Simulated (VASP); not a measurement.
# LiF (Fm-3m) in VASP: further runs

LiF is run at these levels: LDA, PBE, r2SCAN, HSE06; tasks: relaxation of cell and atoms, single point.

Program: VASP 6.6.1. These are calculated values, not measurements. Logs are shortened: lines on timing, memory, paths and dates and some standing lists are left out, and cuts for length are marked.

**1. The cell of the first run**

It takes space group Fm-3m (No. 225, cubic). Conventional cell: a = 4.068 Å, b = 4.068 Å, c = 4.068 Å, α = 90.00°, β = 90.00°, γ = 90.00°. Within 2.7 Å of Li (site symmetry m-3m) lie 6 F at 2.03 Å. F (site symmetry m-3m) has 6 Li at 2.03 Å within 2.7 Å.

**2. Relaxation of cell and atoms, LDA**

The input, INCAR:

```
PREC = Accurate
ENCUT = 600
EDIFF = 1E-6
ISMEAR = -1
SIGMA = 0.02
LREAL = False
LASPH = True
NELM = 60
ALGO = Normal
ISIF = 3
LWAVE = False
LCHARG = False
IBRION = 2
NSW = 80
EDIFFG = -0.005
```

The input, KPOINTS:

```
regular mesh
0
Gamma
  10 10 10
```

The input, POSCAR:

```
LiF
1.0
    0.0000000000      2.0340907776      2.0340907776
    2.0340907776      0.0000000000      2.0340907776
    2.0340907776      2.0340907776      0.0000000000
Li F
1 1
Direct
    0.0000000000      0.0000000000      0.0000000000
    0.5000000000      0.5000000000      0.5000000000
```

Potentials or basis: VASP PAW LDA potentials, release 64 (Li_sv, F).

Launch:

```bash
$ cat potpaw_LDA.64/Li_sv/POTCAR potpaw_LDA.64/F/POTCAR > POTCAR
$ mpirun -np 1 vasp_std > vasp.out
```

OUTCAR:

```text
PREC = Accurate
   ENCUT = 600
   EDIFF = 1E-6
   ISMEAR = -1
   LREAL = False
   LASPH = True
   NELM = 60
   ISIF = 3
   IBRION = 2
   NSW = 80
   EDIFFG = -0.005

 ion  position               nearest neighbor table
   1  0.000  0.000  0.000-   2 2.03   2 2.03   2 2.03   2 2.03   2 2.03   2 2.03
   2  0.500  0.500  0.500-   1 2.03   1 2.03   1 2.03   1 2.03   1 2.03   1 2.03

  LATTYP: Found a face centered cubic cell.
 ALAT       =     4.0681815552

  Lattice vectors:

 A1 = (   0.0000000000,   2.0340907776,   2.0340907776)
 A2 = (   2.0340907776,   0.0000000000,   2.0340907776)
 A3 = (   2.0340907776,   2.0340907776,   0.0000000000)

Analysis of symmetry for initial positions (statically):
=====================================================================
 Subroutine PRICEL returns:
 Original cell was already a primitive cell.

 Routine SETGRP: Setting up the symmetry group for a
 face centered cubic supercell.

 Subroutine GETGRP returns: Found 48 space group operations
[... 9 lines left out ...]

 Routine SETGRP: Setting up the symmetry group for a
 face centered cubic supercell.

 Subroutine GETGRP returns: Found 48 space group operations
[... 11 lines left out ...]
                                     Primitive cell

  volume of cell :      16.8322

  direct lattice vectors                    reciprocal lattice vectors
     0.000000000  2.034090778  2.034090778    -0.245810072  0.245810072  0.245810072
     2.034090778  0.000000000  2.034090778     0.245810072 -0.245810072  0.245810072
     2.034090778  2.034090778  0.000000000     0.245810072  0.245810072 -0.245810072

  length of vectors
     2.876638765  2.876638765  2.876638765     0.425755533  0.425755533  0.425755533

  position of ions in fractional coordinates (direct lattice)
     0.000000000  0.000000000  0.000000000
     0.500000000  0.500000000  0.500000000

  ion indices of the primitive-cell ions
   primitive index   ion index
                 1           1
                 2           2

----------------------------------------------------------------------------------------

 KPOINTS: regular mesh

Automatic generation of k-mesh.
 Grid dimensions read from file:
 generate k-points for:   10   10   10

 Generating k-lattice:

  Cartesian coordinates                     Fractional coordinates (reciprocal lattice)
    -0.024581007  0.024581007  0.024581007     0.100000000  0.000000000  0.000000000
     0.024581007 -0.024581007  0.024581007     0.000000000  0.100000000  0.000000000
     0.024581007  0.024581007 -0.024581007     0.000000000  0.000000000  0.100000000

  Length of vectors
     0.042575553  0.042575553  0.042575553

  Shift w.r.t. Gamma in fractional coordinates (k-lattice)
     0.000000000  0.000000000  0.000000000

 Subroutine IBZKPT returns following result:
 ===========================================

 Found     47 irreducible k-points:

 Following reciprocal coordinates:
            Coordinates               Weight
  0.000000  0.000000  0.000000      1.000000
  0.100000  0.000000  0.000000      8.000000
  0.200000  0.000000  0.000000      8.000000
  0.300000  0.000000  0.000000      8.000000
  0.400000  0.000000  0.000000      8.000000
  0.500000  0.000000  0.000000      4.000000
[... 16 lines left out ...]
  0.300000  0.300000  0.000000      6.000000
  0.400000  0.300000  0.000000     24.000000
 [... further k-points ...]
   k-points           NKPTS =     47   k-points in BZ     NKDIM =     47   number of bands    NBANDS=      9
   number of dos      NEDOS =    301   number of ions     NIONS =      2
   total plane-waves  NPLWV =  13824
   dimension x,y,z NGX =    24 NGY =   24 NGZ =   24
   dimension x,y,z NGXF=    48 NGYF=   48 NGZF=   48
   ions per type =               1   1
   NGX,Y,Z   is equivalent  to a cutoff of  13.87, 13.87, 13.87 a.u.
   NGXF,Y,Z  is equivalent  to a cutoff of  27.74, 27.74, 27.74 a.u.
 SYSTEM =  unknown system
   PREC   = accura    normal or accurate (medium, high low for compatibility)
   ISTART =      0    job   : 0-new  1-cont  2-samecut
   ICHARG =      2    charge: 1-file 2-atom 10-const
   ISPIN  =      1    spin polarized calculation?
   LNONCOLLINEAR =      F non collinear calculations
   LSORBIT =      F    spin-orbit coupling
   LASPH  =      T    aspherical Exc in radial PAW
   ENCUT  =  600.0 eV  44.10 Ry    6.64 a.u.   5.75  5.75  5.75*2*pi/ulx,y,z
   NELM   =     60;   NELMIN=  2; NELMDL= -5     # of ELM steps
   EDIFF  = 0.1E-05   stopping-criterion for ELM
   LREAL  =      F    real-space projection
   EDIFFG = -.5E-02   stopping-criterion for IOM
   NSW    =     80    number of steps for IOM
   IBRION =      2    ionic relax: 0-MD 1-quasi-New 2-CG
   NFREE  =      1    steps in history (QN), initial steepest desc. (CG)
   ISIF   =      3    stress and relaxation
   ISYM   =      2    0-nonsym 1-usesym 2-fastsym
   POTIM  = 0.5000    time-step for ionic-motion
   TEBEG  =    0.0;   TEEND  =   0.0 temperature during run
   PSTRESS=    0.0 pullay stress
   NELECT =      10.0000    total number of electrons
   NUPDOWN=      -1.0000    fix difference up-down
   EMIN   =  10.00;   EMAX   =-10.00  energy-range for DOS
   EFERMI =   0.00;   METHOD = LEGACY
   ISMEAR =    -1;   SIGMA  =   0.02  broadening in eV -4-tet -1-fermi 0-gaus
   EFERMI_NEDOS =   21; number of points for ismear=-14 and -15
   IALGO  =     38    algorithm
   IMIX   =      4    mixing-type and parameters
     AMIX     =   0.40;   BMIX     =  1.00
     AMIX_MAG =   1.60;   BMIX_MAG =  1.00
  volume/ion in A,a.u.               =       8.42        56.79
  Fermi-wavevector in a.u.,A,eV,Ry     =   1.376241  2.600718 25.769970  1.894039
  Thomas-Fermi vector in A             =   2.501504
   LORBIT       =      0    0 simple, 1 ext, 2 COOP (PROOUT), +10 PAW based schemes
   GGA     = CA    functional components
   LHFCALC =     F    Hartree Fock is set to
   AEXX    =    0.0000 exact exchange contribution
   IVDW    =     0    specifies the selected vdW correction
   LEPSILON=     F    determine dielectric tensor
   LRPA    =     F    only Hartree local field effects (RPA)
 conjugate gradient relaxation of ions
 non-spin polarized calculation
  energy-cutoff  :      600.00
  volume of cell :       16.83
 maximum number of plane-waves:       588
   NGX = 11   NGY = 11   NGZ = 11

--------------------------------------- Ionic step        1  -------------------------------------------

 number of electron      10.0000000 magnetization

 number of electron       9.9999992 magnetization

 Free energy of the ion-electron system (eV)
  ---------------------------------------------------
  ext. energy  EPLUGINS =         0.00000000
  ---------------------------------------------------
  free energy    TOTEN  =       -10.45178783 eV

  energy without entropy =      -10.45178783  energy(sigma->0) =      -10.45178783

------------------------ aborting loop because EDIFF is reached ----------------------------------------

  FORCE on cell =-STRESS in cart. coord.  units (eV):
  Direction    XX          YY          ZZ          XY          YZ          ZX
  --------------------------------------------------------------------------------------
  -------------------------------------------------------------------------------------
  Total       -0.9037626     -0.9037626     -0.9037626     -0.0000000      0.0000000      0.0000000
  in kB      -86.0248538    -86.0248538    -86.0248538     -0.0000000      0.0000000      0.0000000
  external PRESSURE =     -86.0248538 kB  Pullay stress =       0.0000000 kB
[... 93 lines left out ...]
  energy  without entropy=      -10.5133352629  energy(sigma->0) =      -10.51333526

--------------------------------------- Ionic step        4  -------------------------------------------

 number of electron      10.0000006 magnetization

 Free energy of the ion-electron system (eV)
  ---------------------------------------------------
  ext. energy  EPLUGINS =         0.00000000
  ---------------------------------------------------
  free energy    TOTEN  =       -10.51369688 eV

  energy without entropy =      -10.51369688  energy(sigma->0) =      -10.51369688

 E-fermi :  -0.2273     XC(G=0): -11.1789

 val. band max:       -0.6430153007   @ k =   0.0000   0.0000   0.0000
 cond. band min:       9.1515937306   @ k =   0.0000   0.0000   0.0000
 fundamental gap:      9.7946090313
 Fermi energy:        -0.2273008388

 k-point     1 :       0.0000    0.0000    0.0000
  band No.  band energies     occupation
      1     -40.2135      2.00000
      2     -20.5019      2.00000
      3      -0.6430      2.00000
      4      -0.6430      2.00000
      5      -0.6430      2.00000
      6       9.1516      0.00000
      7      24.1290      0.00000
      8      24.1290      0.00000
      9      24.1290      0.00000
[... 265 lines left out ...]
 k-point    24 :       0.4000    0.3000    0.0000
  band No.  band energies     occupation
      1     -40.1060      2.00000
      2     -19.8390      2.00000
      3      -3.3683      2.00000
      4      -1.6889      2.00000
      5      -1.5553      2.00000
      6      13.0624      0.00000
      7      16.3168      0.00000
      8      18.5914      0.00000
      9      20.1529      0.00000

 [... further k-points ...]
[... 5 lines left out ...]
  --------------------------------------------------------------------------------------
  -------------------------------------------------------------------------------------
  Total        0.0045056      0.0045056      0.0045056     -0.0000000      0.0000000      0.0000000
  in kB        0.4884919      0.4884919      0.4884919     -0.0000000      0.0000000      0.0000000
  external PRESSURE =       0.4884919 kB  Pullay stress =       0.0000000 kB
[... 17 lines left out ...]
  FREE ENERGIE OF THE ION-ELECTRON SYSTEM (eV)
  ---------------------------------------------------
  free  energy   TOTEN  =       -10.5136968765 eV

  energy  without entropy=      -10.5136968765  energy(sigma->0) =      -10.51369688

 reached required accuracy - stopping structural energy minimisation
```

Wall time 12 s (1 thread of Intel Xeon Platinum 8375C at 2.90GHz (Ice Lake), shared host); peak memory 0.12 GiB.

Results:

* Free energy: -10.5137 eV
* Relaxed volume: 7.39 Å³/atom
* Relaxed cell: a = 2.754 Å, b = 2.754 Å, c = 2.754 Å, α = 60.00°, β = 60.00°, γ = 60.00°
* Space group after relaxing (to 0.05 Å): Fm-3m (No. 225)
* Energy gained by relaxing: 31.0 meV/atom
* Ionic steps: 4
* Pressure after relaxing: 0.0 GPa
* Band gap on the k mesh: 9.79 eV, direct

The path:
| step | energy change (eV) | largest force (eV/Å) | pressure (GPa) | volume (Å³) |
| --- | --- | --- | --- | --- |
| 1 | 0.0000 | 0.0000 | -8.60 | 16.83 |
| 2 | -0.0463 | 0.0000 | -4.87 | 15.76 |
| 3 | -0.0615 | 0.0000 | -0.81 | 14.93 |
| 4 | -0.0619 | 0.0000 | 0.05 | 14.78 |

Final structure:
```
Li F
1.0
     0.00000    1.94772    1.94772
     1.94772    0.00000    1.94772
     1.94772    1.94772    0.00000
Li F
1 1
Direct
  0.00000 0.00000 0.00000
  0.50000 0.50000 0.50000
```

Levels at points of the mesh, in eV from the valence-band top:
| k point | band 2 | band 3 | band 4 | band 5 | band 6 | band 7 | band 8 | band 9 |
| --- | --- | --- | --- | --- | --- | --- | --- | --- |
| (0.00, 0.00, 0.00) | -19.86 | 0.00 | 0.00 | 0.00 | 9.79 | 24.77 | 24.77 | 24.77 |
| (0.50, 0.00, 0.00) | -19.34 | -2.90 | -0.27 | -0.27 | 10.90 | 17.59 | 19.20 | 19.20 |
| (0.50, 0.50, 0.00) | -18.96 | -3.59 | -1.20 | -1.20 | 15.38 | 16.49 | 18.38 | 20.95 |

Caveat: the cutoff is under 1.25 times the usual one of these potentials, so pressure, stress and relaxed cells hold a basis-set (Pulay) error. A k mesh can miss the band edges.

**3. Relaxation of cell and atoms, PBE**

This run uses another cell than the first one, of 8.51 Å³/atom, 1.011 times its volume.

Edit INCAR of step 2 so:

```diff
@@ -12,2 +12,3 @@
 LCHARG = False
+GGA = PE
 IBRION = 2
```

KPOINTS is that of step 2.

The input, POSCAR:

```
LiF
1.0
    0.0000000000      2.0417135738      2.0417135738
    2.0417135738      0.0000000000      2.0417135738
    2.0417135738      2.0417135738      0.0000000000
Li F
1 1
Direct
    0.0000000000      0.0000000000      0.0000000000
    0.5000000000      0.5000000000      0.5000000000
```

Potentials or basis: VASP PAW PBE potentials, release 64 (Li_sv, F).

Launch:

```bash
$ cat potpaw_PBE.64/Li_sv/POTCAR potpaw_PBE.64/F/POTCAR > POTCAR
$ mpirun -np 1 vasp_std > vasp.out
```

It took 11 s on 1 thread of Intel Xeon Platinum 8375C at 2.90GHz (Ice Lake), shared host; peak memory 0.13 GiB.

The run converged. Its results:

| Quantity | Value |
| --- | --- |
| Free energy | -9.6447 eV |
| Relaxed volume | 8.31 Å³/atom |
| Relaxed cell | a = 2.864 Å, b = 2.864 Å, c = 2.864 Å, α = 60.00°, β = 60.00°, γ = 60.00° |
| Space group after relaxing (to 0.05 Å) | Fm-3m (No. 225) |
| Energy gained by relaxing | 0.9 meV/atom |
| Ionic steps | 3 |
| Pressure after relaxing | 0.1 GPa |
| Band gap on the k mesh | 8.94 eV, direct |

Step by step:
| step | energy change (eV) | largest force (eV/Å) | pressure (GPa) | volume (Å³) |
| --- | --- | --- | --- | --- |
| 1 | 0.0000 | 0.0000 | -1.51 | 17.02 |
| 2 | -0.0014 | 0.0000 | -0.74 | 16.83 |
| 3 | -0.0018 | 0.0000 | 0.07 | 16.62 |

Final structure:
```yaml
crystal:
  lattice:
    - [0.00000, 2.02542, 2.02542]
    - [2.02542, 0.00000, 2.02542]
    - [2.02542, 2.02542, 0.00000]
  atoms:
    - { symbol: Li, position: [0.00000, 0.00000, 0.00000] }
    - { symbol: F, position: [0.50000, 0.50000, 0.50000] }
```

Levels at points of the mesh, in eV from the valence-band top:
| k point | band 2 | band 3 | band 4 | band 5 | band 6 | band 7 | band 8 | band 9 |
| --- | --- | --- | --- | --- | --- | --- | --- | --- |
| (0.00, 0.00, 0.00) | -19.93 | 0.00 | 0.00 | 0.00 | 8.94 | 23.74 | 23.74 | 23.74 |
| (0.50, 0.00, 0.00) | -19.51 | -2.47 | -0.22 | -0.22 | 10.69 | 16.53 | 18.76 | 18.76 |
| (0.50, 0.50, 0.00) | -19.25 | -2.93 | -0.97 | -0.97 | 14.65 | 16.39 | 17.24 | 20.04 |

Caveat: the cutoff is under 1.25 times the usual one of these potentials, so pressure, stress and relaxed cells hold a basis-set (Pulay) error. A k mesh can miss the band edges.

[end of part 1 of 2]
